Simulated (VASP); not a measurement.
# MgB3 in VASP: notebook, part 2 of 2

VASP 6.6.1.

### Step 3. Single point, PBE

INCAR

```
PREC = Accurate ; ENCUT = 600
EDIFF = 1E-6 ; ISMEAR = 0
SIGMA = 0.1 ; LREAL = F
LASPH = T ; NELM = 120
ALGO = Normal ; ISIF = 2
LWAVE = F ; LCHARG = F
GGA = PE ; NBANDS = 21
GGA_COMPAT = F
```

KPOINTS

```
Automatic mesh
0
Gamma
  12 12 12
```

POSCAR

```
MgB3
1.0
    5.1293876728      0.0000000000      0.0000000000
   -2.5646938364      4.4421800305      0.0000000000
    0.0000000000      0.0000000000      3.2944813086
Mg B
2 6
Direct
    0.3333333333      0.6666666667      0.7500000000
    0.6666666667      0.3333333333      0.2500000000
    0.8857582940      0.7715165880      0.7500000000
    0.1142417060      0.2284834120      0.2500000000
    0.2284834120      0.1142417060      0.7500000000
    0.7715165880      0.8857582940      0.2500000000
    0.1142417060      0.8857582940      0.2500000000
    0.8857582940      0.1142417060      0.7500000000
```

Potentials or basis: VASP PAW PBE potentials, release 64 (Mg, B).

Started as:

```console
cat potpaw_PBE.64/Mg/POTCAR potpaw_PBE.64/B/POTCAR > POTCAR
mpirun -np 1 vasp_std > vasp.out
```

OUTCAR:

```text
PREC = Accurate
   ENCUT = 600
   EDIFF = 1E-6
   ISMEAR = 0
   LREAL = F
   LASPH = T
   NELM = 120
   ISIF = 2
   GGA = PE

 ion  position               nearest neighbor table
   1  0.333  0.667  0.750-   7 2.55   7 2.55   4 2.55   4 2.55   6 2.55   6 2.55   5 2.61   3 2.61
                             8 2.61   8 2.61   5 2.61   3 2.61   2 3.39   2 3.39   2 3.39   2 3.39
   2  0.667  0.333  0.250-   8 2.55   8 2.55   3 2.55   3 2.55   5 2.55   5 2.55   6 2.61   4 2.61
                             7 2.61   7 2.61   6 2.61   4 2.61   1 3.39   1 3.39   1 3.39   1 3.39
   3  0.886  0.772  0.750-   5 1.76   8 1.76   7 1.93   6 1.93   6 1.93   7 1.93   2 2.55   2 2.55
                             1 2.61   1 2.61
   4  0.114  0.228  0.250-   6 1.76   7 1.76   5 1.93   8 1.93   5 1.93   8 1.93   1 2.55   1 2.55
                             2 2.61   2 2.61
   5  0.228  0.114  0.750-   3 1.76   8 1.76   7 1.93   7 1.93   4 1.93   4 1.93   2 2.55   2 2.55
                             1 2.61   1 2.61
   6  0.772  0.886  0.250-   4 1.76   7 1.76   8 1.93   8 1.93   3 1.93   3 1.93   1 2.55   1 2.55
                             2 2.61   2 2.61
   7  0.114  0.886  0.250-   4 1.76   6 1.76   5 1.93   5 1.93   3 1.93   3 1.93   1 2.55   1 2.55
                             2 2.61   2 2.61
   8  0.886  0.114  0.750-   3 1.76   5 1.76   6 1.93   6 1.93   4 1.93   4 1.93   2 2.55   2 2.55
                             1 2.61   1 2.61

  LATTYP: Found a hexagonal cell.
 ALAT       =     5.1293876728
 C/A-ratio  =     0.6422757488

  Lattice vectors:

 A1 = (   5.1293876728,   0.0000000000,   0.0000000000)
 A2 = (  -2.5646938364,   4.4421800305,   0.0000000000)
 A3 = (   0.0000000000,   0.0000000000,   3.2944813086)

Analysis of symmetry for initial positions (statically):
=====================================================================
 Subroutine PRICEL returns:
 Original cell was already a primitive cell.

 Routine SETGRP: Setting up the symmetry group for a
 hexagonal supercell.

 Subroutine GETGRP returns: Found 24 space group operations
 (whereof 12 operations were pure point group operations)
 out of a pool of 24 trial point group operations.

The static configuration has the point symmetry D_3d.
 The point group associated with its full space group is D_6h.

Analysis of symmetry for dynamics (positions and initial velocities):
=====================================================================
 Subroutine PRICEL returns:
 Original cell was already a primitive cell.

 Routine SETGRP: Setting up the symmetry group for a
 hexagonal supercell.

 Subroutine GETGRP returns: Found 24 space group operations
 (whereof 12 operations were pure point group operations)
 out of a pool of 24 trial point group operations.

The dynamic configuration has the point symmetry D_3d.
 The point group associated with its full space group is D_6h.

 Subroutine INISYM returns: Found 24 space group operations
 (whereof 12 operations are pure point group operations),
 and found     1 'primitive' translations

----------------------------------------------------------------------------------------

                                     Primitive cell

  volume of cell :      75.0669

  direct lattice vectors                    reciprocal lattice vectors
     5.129387673  0.000000000  0.000000000     0.194955044  0.112557347  0.000000000
    -2.564693836  4.442180031  0.000000000     0.000000000  0.225114694  0.000000000
[... 59 lines left out ...]
  0.416667  0.000000  0.000000      6.000000
[... 16 lines left out ...]
  0.250000  0.000000  0.083333     12.000000
  0.333333  0.000000  0.083333     12.000000
 [... further k-points ...]
   k-points           NKPTS =    133   k-points in BZ     NKDIM =    133   number of bands    NBANDS=     21
   number of dos      NEDOS =    301   number of ions     NIONS =      8
   total plane-waves  NPLWV =  49392
   dimension x,y,z NGX =    42 NGY =   42 NGZ =   28
   dimension x,y,z NGXF=    84 NGYF=   84 NGZF=   56
   ions per type =               2   6
   NGX,Y,Z   is equivalent  to a cutoff of  13.61, 13.61, 14.13 a.u.
   NGXF,Y,Z  is equivalent  to a cutoff of  27.22, 27.22, 28.26 a.u.
 SYSTEM =  unknown system
   PREC   = accura    normal or accurate (medium, high low for compatibility)
   ISTART =      0    job   : 0-new  1-cont  2-samecut
   ICHARG =      2    charge: 1-file 2-atom 10-const
   ISPIN  =      1    spin polarized calculation?
   LNONCOLLINEAR =      F non collinear calculations
   LSORBIT =      F    spin-orbit coupling
   LASPH  =      T    aspherical Exc in radial PAW
   ENCUT  =  600.0 eV  44.10 Ry    6.64 a.u.  10.24 10.24  6.58*2*pi/ulx,y,z
   NELM   =    120;   NELMIN=  2; NELMDL= -5     # of ELM steps
   EDIFF  = 0.1E-05   stopping-criterion for ELM
   LREAL  =      F    real-space projection
   EDIFFG = 0.1E-04   stopping-criterion for IOM
   NSW    =      0    number of steps for IOM
   IBRION =     -1    ionic relax: 0-MD 1-quasi-New 2-CG
   NFREE  =      0    steps in history (QN), initial steepest desc. (CG)
   ISIF   =      2    stress and relaxation
   ISYM   =      2    0-nonsym 1-usesym 2-fastsym
   POTIM  = 0.5000    time-step for ionic-motion
   TEBEG  =    0.0;   TEEND  =   0.0 temperature during run
   PSTRESS=    0.0 pullay stress
   NELECT =      22.0000    total number of electrons
   NUPDOWN=      -1.0000    fix difference up-down
   EMIN   =  10.00;   EMAX   =-10.00  energy-range for DOS
   EFERMI =   0.00;   METHOD = LEGACY
   ISMEAR =     0;   SIGMA  =   0.10  broadening in eV -4-tet -1-fermi 0-gaus
   EFERMI_NEDOS =   21; number of points for ismear=-14 and -15
   IALGO  =     38    algorithm
   IMIX   =      4    mixing-type and parameters
     AMIX     =   0.40;   BMIX     =  1.00
     AMIX_MAG =   1.60;   BMIX_MAG =  1.00
  volume/ion in A,a.u.               =       9.38        63.32
  Fermi-wavevector in a.u.,A,eV,Ry     =   1.087425  2.054936 16.088808  1.182494
  Thomas-Fermi vector in A             =   2.223584
   LORBIT       =      0    0 simple, 1 ext, 2 COOP (PROOUT), +10 PAW based schemes
   GGA     = PE    functional components
   LHFCALC =     F    Hartree Fock is set to
   AEXX    =    0.0000 exact exchange contribution
   IVDW    =     0    specifies the selected vdW correction
   LEPSILON=     F    determine dielectric tensor
   LRPA    =     F    only Hartree local field effects (RPA)
 non-spin polarized calculation
 Gauss-broadening in eV      SIGMA  =   0.10
  energy-cutoff  :      600.00
  volume of cell :       75.07
 maximum number of plane-waves:      2536
 NGX is ok and might be reduce to    42
   NGX = 21   NGY = 21   NGZ = 13

 number of electron      22.0000000 magnetization

 Free energy of the ion-electron system (eV)
  ---------------------------------------------------
  ext. energy  EPLUGINS =         0.00000000
  ---------------------------------------------------
  free energy    TOTEN  =       -38.91820777 eV

  energy without entropy =      -38.90768362  energy(sigma->0) =      -38.91294569

 E-fermi :   5.6535     XC(G=0): -10.8978

 val. band max:        5.6522091730   @ k =   0.0833  -0.0000   0.3333
 cond. band min:       5.6648596594   @ k =   0.5000   0.0000   0.0833
 fundamental gap:      0.0126504864
 Fermi energy:         5.6535374897

 k-point     1 :       0.0000    0.0000    0.0000
  band No.  band energies     occupation
      1     -10.2643      2.00000
      2      -3.2204      2.00000
      3      -3.2204      2.00000
      4      -1.9346      2.00000
      5      -1.1486      2.00000
      6       0.4504      2.00000
[... 565 lines left out ...]
     20      13.8050      0.00000
     21      14.3633      0.00000

 [... further k-points ...]
[... 5 lines left out ...]
  --------------------------------------------------------------------------------------
  -------------------------------------------------------------------------------------
  Total       -0.1040805     -0.1040805     -0.1141305      0.0000000     -0.0000000      0.0000000
  in kB       -2.2214220     -2.2214220     -2.4359241      0.0000000     -0.0000000      0.0000000
  external PRESSURE =      -2.2929227 kB  Pullay stress =       0.0000000 kB

 VOLUME and BASIS-vectors are now :
 -----------------------------------------------------------------------------
  energy-cutoff  :      600.00
  volume of cell :       75.07
      direct lattice vectors                 reciprocal lattice vectors
     5.129387673  0.000000000  0.000000000     0.194955044  0.112557347  0.000000000
    -2.564693836  4.442180031  0.000000000     0.000000000  0.225114694  0.000000000
     0.000000000  0.000000000  3.294481309     0.000000000  0.000000000  0.303537919

 POSITION                                       TOTAL-FORCE (eV/Angst)
 -----------------------------------------------------------------------------------
     -0.00000      2.96145      2.47086        -0.000000      0.000000      0.000000
      2.56469      1.48073      0.82362        -0.000000     -0.000000      0.000000
      2.56469      3.42722      2.47086        -0.000000     -0.026108      0.000000
      0.00000      1.01496      0.82362        -0.000000      0.026108     -0.000000
      0.87898      0.50748      2.47086         0.022610      0.013054      0.000000
      1.68571      3.93470      0.82362        -0.022610     -0.013054      0.000000
     -1.68571      3.93470      0.82362         0.022610     -0.013054      0.000000
      4.25040      0.50748      2.47086        -0.022610      0.013054     -0.000000
 -----------------------------------------------------------------------------------
    total drift:                               -0.000000      0.000000      0.000000

  FREE ENERGIE OF THE ION-ELECTRON SYSTEM (eV)
  ---------------------------------------------------
  free  energy   TOTEN  =       -38.9182077666 eV

  energy  without entropy=      -38.9076836150  energy(sigma->0) =      -38.91294569
```

It took 2.7 min on 1 thread of Intel Xeon Platinum 8559C (Emerald Rapids), shared host; peak memory 0.36 GiB.

Results:

* Free energy: -38.9182 eV
* Pressure: -0.2 GPa
* Largest force: 0.026 eV/Å
* Band gap on the k mesh: zero (band 11 reaches 6.67 eV, above the bottom of band 12 at 3.72 eV)

Forces in eV/Å, atoms in the order of the input:
```
Mg   0.000  0.000  0.000
Mg   0.000  0.000  0.000
B    0.000 -0.026  0.000
B    0.000  0.026  0.000
B    0.023  0.013  0.000
B   -0.023 -0.013  0.000
B    0.023 -0.013  0.000
B   -0.023  0.013  0.000
```

### Step 4. Relaxation of cell and atoms, PBE

INCAR

```
PREC = Accurate
ENCUT = 600
EDIFF = 1E-7
ISMEAR = 0
SIGMA = 0.1
LREAL = False
LASPH = True
NELM = 120
ALGO = Normal
ISIF = 3
LWAVE = False
LCHARG = False
GGA = PE
IBRION = 2
NSW = 100
EDIFFG = -0.01
GGA_COMPAT = False
NELMIN = 4
```

KPOINTS is that of step 3.

POSCAR

```
MgB3
1.0
    5.1329013368      0.0000000000      0.0000000000
   -2.5664506684      4.4452229528      0.0000000000
    0.0000000000      0.0000000000      3.2856156748
Mg B
2 6
Direct
    0.3333333333      0.6666666667      0.7500000000
    0.6666666667      0.3333333333      0.2500000000
    0.8855332951      0.7710665902      0.7500000000
    0.1144667049      0.2289334098      0.2500000000
    0.2289334098      0.1144667049      0.7500000000
    0.7710665902      0.8855332951      0.2500000000
    0.1144667049      0.8855332951      0.2500000000
    0.8855332951      0.1144667049      0.7500000000
```

Started as:

```console
cat potpaw_PBE.64/Mg/POTCAR potpaw_PBE.64/B/POTCAR > POTCAR
mpirun -np 1 vasp_std > vasp.out
```

Run time: 6.9 min. Hardware: 1 thread of Intel Xeon Platinum 8559C (Emerald Rapids), shared host; peak memory 0.34 GiB.

It converged, with:

```yaml
Free_energy: -38.9184 eV
Relaxed_volume: 9.36 Å³/atom
Relaxed_cell: a = 5.124 Å, b = 5.124 Å, c = 3.293 Å, α = 90.00°, β = 90.00°, γ = 120.00°
Space_group_after_relaxing_to_0.05_Å: P6_3/mmc (No. 194)
Energy_gained_by_relaxing: 0.1 meV/atom
Ionic_steps: 4
Pressure_after_relaxing: 0.0 GPa
Largest_force_after_relaxing: 0.008 eV/Å
Band_gap_on_the_k_mesh: zero (band 11 reaches 6.68 eV, above the bottom of band 12 at 3.73 eV)
```

Forces in eV/Å, atoms in the order of the input:
```
Mg   0.000  0.000  0.000
Mg   0.000  0.000  0.000
B    0.000 -0.008  0.000
B    0.000  0.008  0.000
B    0.007  0.004  0.000
B   -0.007 -0.004  0.000
B    0.007 -0.004  0.000
B   -0.007  0.004  0.000
```

Step by step:
| step | energy change (eV) | largest force (eV/Å) | pressure (GPa) | volume (Å³) |
| --- | --- | --- | --- | --- |
| 1 | 0.0000 | 0.0296 | -0.24 | 74.97 |
| 2 | -0.0004 | 0.0363 | 0.20 | 74.82 |
| 3 | -0.0005 | 0.0236 | 0.12 | 74.85 |
| 4 | -0.0007 | 0.0084 | -0.03 | 74.87 |

Final structure:
```
Mg B
1.0
     5.12413    0.00000    0.00000
    -2.56206    4.43762    0.00000
     0.00000    0.00000    3.29263
Mg B
2 6
Direct
  0.33333 0.66667 0.75000
  0.66667 0.33333 0.25000
  0.88559 0.77118 0.75000
  0.11441 0.22882 0.25000
  0.22882 0.11441 0.75000
  0.77118 0.88559 0.25000
  0.11441 0.88559 0.25000
  0.88559 0.11441 0.75000
```

Levels at points of the mesh, in eV from the Fermi level:
```
           k point  band 8  band 9  band 10  band 11  band 12  band 13  band 14  band 15
(0.00, 0.00, 0.00)   -3.42   -1.34    -0.36    -0.36     3.28     3.28     3.51     3.51
(0.50, 0.00, 0.00)   -3.26   -1.17    -0.91    -0.51    -0.06     1.18     2.84     3.54
(0.00, 0.00, 0.50)   -4.62   -1.94    -1.94    -1.94    -1.94     3.41     3.41     7.32
(0.50, 0.00, 0.50)   -3.77   -1.18    -1.18    -0.49    -0.49     3.75     3.75     3.75
```

### Step 5. Summary

| task | cell | k mesh | gap on the mesh (eV) | pressure (GPa) | largest force (eV/Å) |
| --- | --- | --- | --- | --- | --- |
| single point | a = 5.130, b = 5.130, c = 3.286 Å, angles 90.0, 90.0, 119.9°, 8 atoms | 4 × 4 × 6 | none | -0.3 | 0.02 |
| single point | a = 5.129, b = 5.129, c = 3.294 Å, angles 90.0, 90.0, 120.0°, 8 atoms | 12 × 12 × 12 | none | -0.2 | 0.03 |
| relaxation of cell and atoms | relaxed from a = 5.133, b = 5.133, c = 3.286 Å, angles 90.0, 90.0, 120.0°, 8 atoms | 12 × 12 × 12 | none | 0.0 | 0.01 |

Alike in all rows: level PBE; potentials or basis VASP PAW PBE potentials, release 64 (Mg, B); no spin polarisation; cutoff (eV) 600; smearing gaussian 0.1 eV.

Absolute energies hang on the potentials; compare differences alone.
